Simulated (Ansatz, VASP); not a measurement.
# Al2O3 in VASP and in Ansatz

The input POSCAR:

```
Al2O3
1.0
    3.0761754948      0.0000000000      0.0000000000
   -1.5380877474      2.6640461250      0.0000000000
    0.0000000000      0.0000000000      6.6022979882
Al O
2 3
Direct
    0.0000000000      0.0000000000      0.1809441335
    0.0000000000      0.0000000000      0.8190558665
    0.3333333333      0.6666666667      0.2680062644
    0.6666666667      0.3333333333      0.0000000000
    0.3333333333      0.6666666667      0.7319937356
```

Contents of INCAR.step1:

```
SYSTEM = Al2O3
PREC     = Accurate       ! precision mode
ENCUT    = 520            ! plane-wave cutoff, eV
ISMEAR   = 0              ! smearing method
SIGMA    = 0.05           ! smearing width, eV
LREAL    = .FALSE.        ! projectors in reciprocal space
LASPH    = .TRUE.         ! aspherical terms in the spheres
NELM     = 60             ! most SCF steps
NBANDS   = 20             ! bands
GGA      = PE             ! functional
ALGO     = Normal         ! electronic algorithm
EDIFF    = 1E-4           ! SCF threshold, eV
LWAVE    = .TRUE.         ! write WAVECAR
LCHARG   = .FALSE.        ! write CHGCAR
```

File INCAR.step2:

```
SYSTEM = Al2O3
PREC     = Accurate       ! precision mode
ENCUT    = 520            ! plane-wave cutoff, eV
EDIFF    = 1E-7           ! SCF threshold, eV
ISMEAR   = 0              ! smearing method
SIGMA    = 0.05           ! smearing width, eV
LREAL    = .FALSE.        ! projectors in reciprocal space
LASPH    = .TRUE.         ! aspherical terms in the spheres
NELM     = 60             ! most SCF steps
ALGO     = Normal         ! electronic algorithm
ISIF     = 2              ! what is computed and relaxed
LWAVE    = .FALSE.        ! write WAVECAR
LCHARG   = .FALSE.        ! write CHGCAR
METAGGA  = R2SCAN         ! meta-GGA
LMIXTAU  = .TRUE.       
NBANDS   = 20             ! bands
ISTART   = 1
```

Contents of KPOINTS:

```
regular mesh
0
G
  12 12 4
  0 0 0
```

Input for Ansatz:

```yaml
crystal:
  lattice:
    - [3.0761754948, 0.0, 0.0]
    - [-1.5380877474, 2.664046125, 0.0]
    - [0.0, 0.0, 6.6022979882]
  atoms:
    - { symbol: Al, position: [0.0, 0.0, 0.1809441335] }
    - { symbol: Al, position: [0.0, 0.0, 0.8190558665] }
    - { symbol: O, position: [0.3333333333, 0.6666666667, 0.2680062644] }
    - { symbol: O, position: [0.6666666667, 0.3333333333, 0.0] }
    - { symbol: O, position: [0.3333333333, 0.6666666667, 0.7319937356] }
basis:
  ecutwfc: 500
kpoints:
  mp_grid: { grid: [12, 12, 4] }
hamiltonian:
  xc: r2scan
scf:
  occupations: { method: gaussian, width: 0.05 }
output:
  forces: true
  stress: true
  eigenvalues: true
```

Alike in both runs: task single point; functional r2SCAN; k mesh 12 × 12 × 4; occupations gaussian, width 0.05 eV; no spin polarisation.

|  | VASP | Ansatz |
| --- | --- | --- |
| version | VASP 6.6.1 | Ansatz 0.2.0 |
| potentials or method | VASP PAW PBE potentials, release 64 (Al, O), cutoff 520 eV | scalar-relativistic, plane waves, PAW |
| valence electrons in the cell | 24 | 24 |

```csv
,VASP,Ansatz,Ansatz less VASP
gap on the k mesh at the Fermi level (eV),2.81,2.85,+0.037
least direct gap on the mesh (eV),2.97,3.00,+0.031
pressure (GPa),-10.8,-10.4,+0.36
"traceless stress, the component that is largest in VASP (GPa)",42.77,42.94,+0.171
rms of the force components (eV/Å),1.358,1.360,+0.0020
```

VASP's potentials were made for PBE, not for r2SCAN. Atom by atom the forces differ by 0.012 eV/Å (rms over components). The functional is the same, so the differences come from potentials, cutoffs and numerics.
